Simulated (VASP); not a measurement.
# SiGe2 (Fd-3m) in VASP: a series of runs

SiGe2 is run at these levels: PBE; tasks: single point.

Everything below comes from runs of VASP 6.6.1. Logs are shortened: lines on timing, memory, paths and dates and some standing lists are left out, and cuts for length are marked.

**1. The cell of the first run**

The structure is cubic, space group Fd-3m (No. 227). Conventional cell: a = 7.408 Å, b = 7.408 Å, c = 7.408 Å, α = 90.00°, β = 90.00°, γ = 90.00°. Si (site symmetry -43m) has 12 Ge at 3.07 Å and 4 Si at 3.21 Å within 4.0 Å. Within 3.5 Å of Ge (site symmetry -3m) lie 6 Ge at 2.62 Å and 6 Si at 3.07 Å.

**2. Single point, PBE**

INCAR reads:

```
SYSTEM = SiGe2
  PREC = Accurate
  ENCUT = 520
  EDIFF = 1E-6
  ISMEAR = 0
  SIGMA = 0.1
  LREAL = .FALSE.
  LASPH = .TRUE.
  NELM = 80
  ALGO = Normal
  ISIF = 2
  LWAVE = .FALSE.
  LCHARG = .FALSE.
  GGA = PE
  NBANDS = 41
```

KPOINTS reads:

```
regular mesh
0
G
  4 4 4
  0 0 0
```

POSCAR reads:

```
SiGe2
1.0
    0.0000000000      3.7038896855      3.7038896855
    3.7038896855      0.0000000000      3.7038896855
    3.7038896855      3.7038896855      0.0000000000
Si Ge
2 4
Direct
    0.0000000000      0.0000000000      0.0000000000
    0.2500000000      0.2500000000      0.2500000000
    0.6250000000      0.6250000000      0.6250000000
    0.1250000000      0.6250000000      0.6250000000
    0.6250000000      0.6250000000      0.1250000000
    0.6250000000      0.1250000000      0.6250000000
```

Potentials or basis: VASP PAW PBE potentials, release 64 (Si, Ge_d).

The run is started by

```console
> cat potpaw_PBE.64/Si/POTCAR potpaw_PBE.64/Ge_d/POTCAR > POTCAR
> mpirun -np 1 vasp_std > vasp.out
```

OUTCAR:

```text
SYSTEM = SiGe2
   PREC = Accurate
   ENCUT = 520
   EDIFF = 1E-6
   ISMEAR = 0
   LREAL = .FALSE.
   LASPH = .TRUE.
   NELM = 80
   ISIF = 2
   GGA = PE

 ion  position               nearest neighbor table
   1  0.000  0.000  0.000-
   2  0.250  0.250  0.250-
   3  0.625  0.625  0.625-   4 2.62   5 2.62   6 2.62   5 2.62   6 2.62   4 2.62
   4  0.125  0.625  0.625-   3 2.62   5 2.62   6 2.62   3 2.62   5 2.62   6 2.62
   5  0.625  0.625  0.125-   3 2.62   3 2.62   4 2.62   6 2.62   6 2.62   4 2.62
   6  0.625  0.125  0.625-   3 2.62   5 2.62   3 2.62   4 2.62   5 2.62   4 2.62

  LATTYP: Found a face centered cubic cell.
 ALAT       =     7.4077793710

  Lattice vectors:

 A1 = (   0.0000000000,   3.7038896855,   3.7038896855)
 A2 = (   3.7038896855,   0.0000000000,   3.7038896855)
 A3 = (   3.7038896855,   3.7038896855,   0.0000000000)

Analysis of symmetry for initial positions (statically):
=====================================================================
 Subroutine PRICEL returns:
 Original cell was already a primitive cell.

 Routine SETGRP: Setting up the symmetry group for a
 face centered cubic supercell.

 Subroutine GETGRP returns: Found 48 space group operations
 (whereof 24 operations were pure point group operations)
 out of a pool of 48 trial point group operations.

The static configuration has the point symmetry T_d .
 The point group associated with its full space group is O_h .

Analysis of symmetry for dynamics (positions and initial velocities):
=====================================================================
 Subroutine PRICEL returns:
 Original cell was already a primitive cell.

 Routine SETGRP: Setting up the symmetry group for a
 face centered cubic supercell.

 Subroutine GETGRP returns: Found 48 space group operations
 (whereof 24 operations were pure point group operations)
 out of a pool of 48 trial point group operations.

The dynamic configuration has the point symmetry T_d .
 The point group associated with its full space group is O_h .

 Subroutine INISYM returns: Found 48 space group operations
 (whereof 24 operations are pure point group operations),
 and found     1 'primitive' translations

----------------------------------------------------------------------------------------

                                     Primitive cell

  volume of cell :     101.6258

  direct lattice vectors                    reciprocal lattice vectors
     0.000000000  3.703889686  3.703889686    -0.134993221  0.134993221  0.134993221
     3.703889686  0.000000000  3.703889686     0.134993221 -0.134993221  0.134993221
     3.703889686  3.703889686  0.000000000     0.134993221  0.134993221 -0.134993221

  length of vectors
     5.238091027  5.238091027  5.238091027     0.233815118  0.233815118  0.233815118

  position of ions in fractional coordinates (direct lattice)
     0.000000000  0.000000000  0.000000000
     0.250000000  0.250000000  0.250000000
     0.625000000  0.625000000  0.625000000
     0.125000000  0.625000000  0.625000000
     0.625000000  0.625000000  0.125000000
     0.625000000  0.125000000  0.625000000

  ion indices of the primitive-cell ions
   primitive index   ion index
                 1           1
                 2           2
                 3           3
                 4           4
                 5           5
                 6           6

----------------------------------------------------------------------------------------

 KPOINTS: regular mesh

Automatic generation of k-mesh.
 Grid dimensions read from file:
 generate k-points for:    4    4    4

 Generating k-lattice:

  Cartesian coordinates                     Fractional coordinates (reciprocal lattice)
    -0.033748305  0.033748305  0.033748305     0.250000000  0.000000000  0.000000000
     0.033748305 -0.033748305  0.033748305     0.000000000  0.250000000  0.000000000
     0.033748305  0.033748305 -0.033748305     0.000000000  0.000000000  0.250000000

  Length of vectors
     0.058453779  0.058453779  0.058453779

  Shift w.r.t. Gamma in fractional coordinates (k-lattice)
     0.000000000  0.000000000  0.000000000

 Subroutine IBZKPT returns following result:
 ===========================================

 Found      8 irreducible k-points:

 Following reciprocal coordinates:
            Coordinates               Weight
  0.000000  0.000000  0.000000      1.000000
  0.250000  0.000000  0.000000      8.000000
  0.500000  0.000000  0.000000      4.000000
  0.250000  0.250000  0.000000      6.000000
  0.500000  0.250000  0.000000     24.000000
 -0.250000  0.250000  0.000000     12.000000
  0.500000  0.500000  0.000000      3.000000
 -0.250000  0.500000  0.250000      6.000000
   k-points           NKPTS =      8   k-points in BZ     NKDIM =      8   number of bands    NBANDS=     41
   number of dos      NEDOS =    301   number of ions     NIONS =      6
   total plane-waves  NPLWV =  64000
   dimension x,y,z NGX =    40 NGY =   40 NGZ =   40
   dimension x,y,z NGXF=    80 NGYF=   80 NGZF=   80
   ions per type =               2   4
   NGX,Y,Z   is equivalent  to a cutoff of  12.70, 12.70, 12.70 a.u.
   NGXF,Y,Z  is equivalent  to a cutoff of  25.39, 25.39, 25.39 a.u.
 SYSTEM =  SiGe2
   PREC   = accura    normal or accurate (medium, high low for compatibility)
   ISTART =      0    job   : 0-new  1-cont  2-samecut
   ICHARG =      2    charge: 1-file 2-atom 10-const
   ISPIN  =      1    spin polarized calculation?
   LNONCOLLINEAR =      F non collinear calculations
   LSORBIT =      F    spin-orbit coupling
   LASPH  =      T    aspherical Exc in radial PAW
   ENCUT  =  520.0 eV  38.22 Ry    6.18 a.u.   9.74  9.74  9.74*2*pi/ulx,y,z
   NELM   =     80;   NELMIN=  2; NELMDL= -5     # of ELM steps
   EDIFF  = 0.1E-05   stopping-criterion for ELM
   LREAL  =      F    real-space projection
   EDIFFG = 0.1E-04   stopping-criterion for IOM
   NSW    =      0    number of steps for IOM
   IBRION =     -1    ionic relax: 0-MD 1-quasi-New 2-CG
   NFREE  =      0    steps in history (QN), initial steepest desc. (CG)
   ISIF   =      2    stress and relaxation
   ISYM   =      2    0-nonsym 1-usesym 2-fastsym
   POTIM  = 0.5000    time-step for ionic-motion
   TEBEG  =    0.0;   TEEND  =   0.0 temperature during run
   PSTRESS=    0.0 pullay stress
   NELECT =      64.0000    total number of electrons
   NUPDOWN=      -1.0000    fix difference up-down
   EMIN   =  10.00;   EMAX   =-10.00  energy-range for DOS
   EFERMI =   0.00;   METHOD = LEGACY
   ISMEAR =     0;   SIGMA  =   0.10  broadening in eV -4-tet -1-fermi 0-gaus
   EFERMI_NEDOS =   21; number of points for ismear=-14 and -15
   IALGO  =     38    algorithm
   IMIX   =      4    mixing-type and parameters
     AMIX     =   0.40;   BMIX     =  1.00
     AMIX_MAG =   1.60;   BMIX_MAG =  1.00
  volume/ion in A,a.u.               =      16.94       114.30
  Fermi-wavevector in a.u.,A,eV,Ry     =   1.403245  2.651748 26.791178  1.969096
  Thomas-Fermi vector in A             =   2.525926
   LORBIT       =      0    0 simple, 1 ext, 2 COOP (PROOUT), +10 PAW based schemes
   GGA     = PE    functional components
   LHFCALC =     F    Hartree Fock is set to
   AEXX    =    0.0000 exact exchange contribution
   IVDW    =     0    specifies the selected vdW correction
   LEPSILON=     F    determine dielectric tensor
   LRPA    =     F    only Hartree local field effects (RPA)
 non-spin polarized calculation
 Gauss-broadening in eV      SIGMA  =   0.10
  energy-cutoff  :      520.00
  volume of cell :      101.63
 maximum number of plane-waves:      2764
 NGX is ok and might be reduce to    40
   NGX = 19   NGY = 19   NGZ = 19

 number of electron      64.0000005 magnetization

 Free energy of the ion-electron system (eV)
  ---------------------------------------------------
  ext. energy  EPLUGINS =         0.00000000
  ---------------------------------------------------
  free energy    TOTEN  =       -24.19095868 eV

  energy without entropy =      -24.17163666  energy(sigma->0) =      -24.18129767

 E-fermi :   8.1861     XC(G=0): -11.3983

 val. band max:        8.1354730175   @ k =   0.5000   0.2500   0.0000
 cond. band min:       8.2775950342   @ k =   0.5000   0.5000   0.0000
 fundamental gap:      0.1421220167
 Fermi energy:         8.1861034347

 k-point     1 :       0.0000    0.0000    0.0000
  band No.  band energies     occupation
      1     -16.9849      2.00000
      2     -16.8870      2.00000
      3     -16.8870      2.00000
      4     -16.8870      2.00000
      5     -16.8805      2.00000
      6     -16.8805      2.00000
[... 33 lines left out ...]
     40      15.5071      0.00000
     41      15.5071      0.00000

 k-point     2 :       0.2500    0.0000    0.0000
  band No.  band energies     occupation
      1     -16.9544      2.00000
      2     -16.8795      2.00000
      3     -16.8795      2.00000
      4     -16.8739      2.00000
      5     -16.8405      2.00000
      6     -16.8405      2.00000
[... 33 lines left out ...]
     40      14.1003      0.00000
     41      15.8090      0.00000

 k-point     3 :       0.5000    0.0000    0.0000
  band No.  band energies     occupation
      1     -16.9285      2.00000
      2     -16.8756      2.00000
      3     -16.8756      2.00000
      4     -16.8284      2.00000
      5     -16.7566      2.00000
      6     -16.7503      2.00000
[... 33 lines left out ...]
     40      13.4527      0.00000
     41      13.4527      0.00000

 k-point     4 :       0.2500    0.2500    0.0000
  band No.  band energies     occupation
      1     -16.9399      2.00000
      2     -16.8811      2.00000
      3     -16.8700      2.00000
      4     -16.8482      2.00000
      5     -16.8482      2.00000
      6     -16.8345      2.00000
[... 33 lines left out ...]
     40      14.6929      0.00000
     41      14.6931      0.00000

 k-point     5 :       0.5000    0.2500    0.0000
  band No.  band energies     occupation
      1     -16.9007      2.00000
      2     -16.8632      2.00000
      3     -16.8532      2.00000
      4     -16.8362      2.00000
      5     -16.7878      2.00000
      6     -16.7593      2.00000
[... 33 lines left out ...]
     40      12.4652      0.00000
     41      12.7864      0.00000

 k-point     6 :      -0.2500    0.2500    0.0000
  band No.  band energies     occupation
      1     -16.9148      2.00000
      2     -16.8658      2.00000
      3     -16.8642      2.00000
      4     -16.8438      2.00000
      5     -16.8214      2.00000
      6     -16.7730      2.00000
[... 33 lines left out ...]
     40      12.3971      0.00000
     41      13.4311      0.00000

 k-point     7 :       0.5000    0.5000    0.0000
  band No.  band energies     occupation
      1     -16.8833      2.00000
      2     -16.8833      2.00000
      3     -16.7982      2.00000
      4     -16.7982      2.00000
      5     -16.7863      2.00000
      6     -16.7863      2.00000
[... 33 lines left out ...]
     40      10.5959      0.00000
     41      11.6846      0.00000

 k-point     8 :      -0.2500    0.5000    0.2500
  band No.  band energies     occupation
      1     -16.8542      2.00000
      2     -16.8542      2.00000
      3     -16.8473      2.00000
      4     -16.8473      2.00000
      5     -16.7659      2.00000
      6     -16.7659      2.00000
[... 33 lines left out ...]
     40      12.7636      0.00000
     41      13.1198      0.00000

------------------------ aborting loop because EDIFF is reached ----------------------------------------

  FORCE on cell =-STRESS in cart. coord.  units (eV):
  Direction    XX          YY          ZZ          XY          YZ          ZX
  --------------------------------------------------------------------------------------
  -------------------------------------------------------------------------------------
  Total        6.9776279      6.9776279      6.9776279      0.0000000      0.0000000     -0.0000000
  in kB      110.0054648    110.0054648    110.0054648      0.0000000      0.0000000     -0.0000000
  external PRESSURE =     110.0054648 kB  Pullay stress =       0.0000000 kB

 VOLUME and BASIS-vectors are now :
 -----------------------------------------------------------------------------
  energy-cutoff  :      520.00
  volume of cell :      101.63
      direct lattice vectors                 reciprocal lattice vectors
     0.000000000  3.703889686  3.703889686    -0.134993221  0.134993221  0.134993221
     3.703889686  0.000000000  3.703889686     0.134993221 -0.134993221  0.134993221
     3.703889686  3.703889686  0.000000000     0.134993221  0.134993221 -0.134993221

 POSITION                                       TOTAL-FORCE (eV/Angst)
 -----------------------------------------------------------------------------------
      0.00000      0.00000      0.00000         0.000000     -0.000000      0.000000
      1.85194      1.85194      1.85194        -0.000000     -0.000000     -0.000000
      4.62986      4.62986      4.62986         0.000000      0.000000      0.000000
      4.62986      2.77792      2.77792         0.000000      0.000000      0.000000
      2.77792      2.77792      4.62986         0.000000      0.000000      0.000000
      2.77792      4.62986      2.77792         0.000000      0.000000      0.000000
 -----------------------------------------------------------------------------------
    total drift:                                0.000000      0.000000      0.000000

  FREE ENERGIE OF THE ION-ELECTRON SYSTEM (eV)
  ---------------------------------------------------
  free  energy   TOTEN  =       -24.1909586753 eV

  energy  without entropy=      -24.1716366585  energy(sigma->0) =      -24.18129767
```

Wall time 24 s (1 thread of Intel Xeon 6975P-C (Granite Rapids), shared host); peak memory 0.24 GiB.

Results:

```yaml
Free_energy: -24.1910 eV
Pressure: 11.0 GPa
Band_gap_on_the_k_mesh: zero (band 32 reaches 8.36 eV, above the bottom of band 33 at 6.32 eV)
```

Levels at points of the mesh, in eV from the Fermi level:
```tsv
k point	band 28	band 29	band 30	band 31	band 32	band 33	band 34	band 35	band 36	band 37
(0.00, 0.00, 0.00)	-5.12	-5.12	-4.48	-2.33	-2.33	-1.87	-1.87	-1.87	4.69	4.69
(0.50, 0.00, 0.00)	-5.09	-2.73	-0.90	-0.64	-0.64	-0.41	-0.41	2.83	2.98	3.51
(0.50, 0.50, 0.00)	-1.52	-0.89	-0.89	0.09	0.09	0.51	0.51	1.66	1.66	2.27
```

Caveat: the k points lie up to 0.37 Å⁻¹ apart.

(Part 1 of 2 ends here.)
